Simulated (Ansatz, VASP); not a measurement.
## Sb in VASP and in Ansatz

The input INCAR:

```
ALGO     = Normal         # electronic algorithm
EDIFF    = 1E-6           # SCF threshold, eV
ENCUT    = 500            # plane-wave cutoff, eV
GGA      = PE             # functional
GGA_COMPAT= False        
ISIF     = 2              # what is computed and relaxed
ISMEAR   = -1             # smearing method
LASPH    = True           # aspherical terms in the spheres
LCHARG   = False          # write CHGCAR
LREAL    = False          # projectors in reciprocal space
LWAVE    = False          # write WAVECAR
NBANDS   = 8              # bands
NELM     = 120            # most SCF steps
PREC     = Accurate       # precision mode
SIGMA    = 0.05           # smearing width, eV
```

Contents of KPOINTS:

```
k-points
0
Gamma
  12 12 12
```

The input POSCAR:

```
Sb
1.0
    2.4692996798      0.0000000000      0.0000000000
    0.0000000000      2.4692996798      0.0000000000
    0.0000000000      0.0000000000      2.4692996798
Sb
1
Direct
    0.0000000000      0.0000000000      0.0000000000
```

Input for Ansatz:

```yaml
crystal:
  lattice:
    - [2.4692996798, 0.0, 0.0]
    - [0.0, 2.4692996798, 0.0]
    - [0.0, 0.0, 2.4692996798]
  atoms:
    - { symbol: Sb, position: [0.0, 0.0, 0.0] }
kpoints:
  mp_grid: { grid: [12, 12, 12] }
scf:
  occupations: { method: fermi_dirac, width: 0.05 }
hamiltonian:
  xc: pbe
  pseudopotentials: { kind: all_electron, lapw: { basis_error: 0.001 } }
output:
  forces: true
  stress: true
  eigenvalues: true
  populations: true
```

Change from the starting cell: volume scaled by 0.5, LAPW.

Alike in both runs: task single point; functional PBE; k mesh 12 × 12 × 12; occupations fermi-dirac, width 0.05 eV; no spin polarisation.

|  | VASP | Ansatz |
| --- | --- | --- |
| version | VASP 6.6.1 | Ansatz 0.2.0 |
| potentials or method | VASP PAW PBE potentials, release 64 (Sb), cutoff 500 eV | all-electron LAPW, scalar-relativistic |

Ansatz gave:

* pressure (GPa): 186.3

Question: Estimate VASP's values.

Answer: Pressure (GPa): 191.1.

Both programs put the cell under a high pressure, so it lies far from rest at this level. Ansatz ran all-electron here, and VASP with PAW potentials.

Neither program's run includes spin-orbit coupling. Noted on VASP's run: the cell as given lies far from equilibrium.
